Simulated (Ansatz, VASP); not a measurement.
**Cu: VASP beside Ansatz**

Contents of INCAR:

```
ALGO = Normal
EDIFF = 1E-6
ENCUT = 600
GGA = PE
GGA_COMPAT = F
ISIF = 2
ISMEAR = 0
IVDW = 12
LASPH = T
LCHARG = F
LREAL = F
LWAVE = F
NBANDS = 12
NELM = 120
PREC = Accurate
SIGMA = 0.1
```

KPOINTS

```
k-points
0
Gamma
  20 20 20
```

Contents of POSCAR:

```
Cu
1.0
    0.0000000000      1.7636877279      1.7636877279
    1.7636877279      0.0000000000      1.7636877279
    1.7636877279      1.7636877279      0.0000000000
Cu
1
Direct
    0.0000000000      0.0000000000      0.0000000000
```

Input for Ansatz:

```yaml
crystal:
  lattice:
    - [0.0, 1.7636877279, 1.7636877279]
    - [1.7636877279, 0.0, 1.7636877279]
    - [1.7636877279, 1.7636877279, 0.0]
  atoms:
    - { symbol: Cu, position: [0.0, 0.0, 0.0] }
basis:
  ecutwfc: 420
kpoints:
  mp_grid: { grid: [20, 20, 20] }
hamiltonian:
  xc: pbe
  dispersion: d3bj
  pseudopotentials: { kind: paw }
scf:
  occupations: { method: gaussian, width: 0.1 }
output:
  forces: true
  stress: true
  eigenvalues: true
```

Alike in both runs: task single point; functional PBE; dispersion D3(BJ); k mesh 20 × 20 × 20; occupations gaussian, width 0.1 eV; no spin polarisation.

|  | VASP | Ansatz |
| --- | --- | --- |
| version | VASP 6.6.1 | Ansatz 0.2.0 |
| potentials or method | VASP PAW PBE potentials, release 64 (Cu), cutoff 600 eV | scalar-relativistic, plane waves, PAW |
| valence electrons in the cell | 11 | 19 |

```tsv
	VASP	Ansatz	Ansatz less VASP
gap on the k mesh at the Fermi level (eV)	none	none	-
pressure (GPa)	6.1	5.5	-0.63
```

A gap of «none» marks a metal or a gap that the smearing closes. VASP's potentials hold 11 valence electrons a cell and Ansatz's 19, so a difference there can come from the potentials and not from the codes.
